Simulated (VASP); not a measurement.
## Hg3Pt: single point with PBE

Hg3Pt:

```
Hg Pt
1.0
     4.31506    0.00000    0.00000
     0.00000    4.31506    0.00000
     0.00000    0.00000    4.31506
Hg Pt
3 1
Direct
  0.50000 0.50000 0.00000
  0.50000 0.00000 0.50000
  0.00000 0.50000 0.50000
  0.00000 0.00000 0.00000
```

```json
{
  "Program": "VASP 6.6.1",
  "Task": "single point",
  "Functional": "PBE",
  "Potentials or basis": "VASP PAW PBE potentials, release 64 (Hg, Pt)",
  "Cutoff": "520 eV",
  "k mesh": "6 × 6 × 6",
  "Occupations": "fermi-dirac, width 0.05 eV",
  "Spin": "no spin polarisation",
  "Dipole correction": "no",
  "Further INCAR settings": "ALGO = Normal; EDIFF = 1e-07; NBANDS = 31"
}
```

- Pressure: 1.0 GPa
- Band gap on the k mesh: zero (bands 23 and 24 overlap by 2.89 eV)

Levels at points of the mesh, in eV from the Fermi level:
```csv
k point,band 20,band 21,band 22,band 23,band 24,band 25,band 26,band 27
"(0.00, 0.00, 0.00)",-1.58,-1.58,-0.19,-0.19,-0.19,2.16,2.16,3.29
"(0.50, 0.00, 0.00)",-2.46,-2.03,-1.63,1.01,2.74,3.95,3.95,4.05
"(0.50, 0.50, 0.00)",-2.49,-2.49,-2.01,-1.13,-0.64,5.11,5.62,5.62
"(0.50, 0.50, 0.50)",-1.67,-1.67,-1.61,-1.61,-1.61,0.52,0.52,0.52
```

Wall time 14 s on 1 thread of Intel(R) Xeon(R) 6975P-C (Granite Rapids) (shared host), peak memory 0.19 GiB.

Caveat: spin-orbit coupling is left out, which moves the levels of the heavy elements.
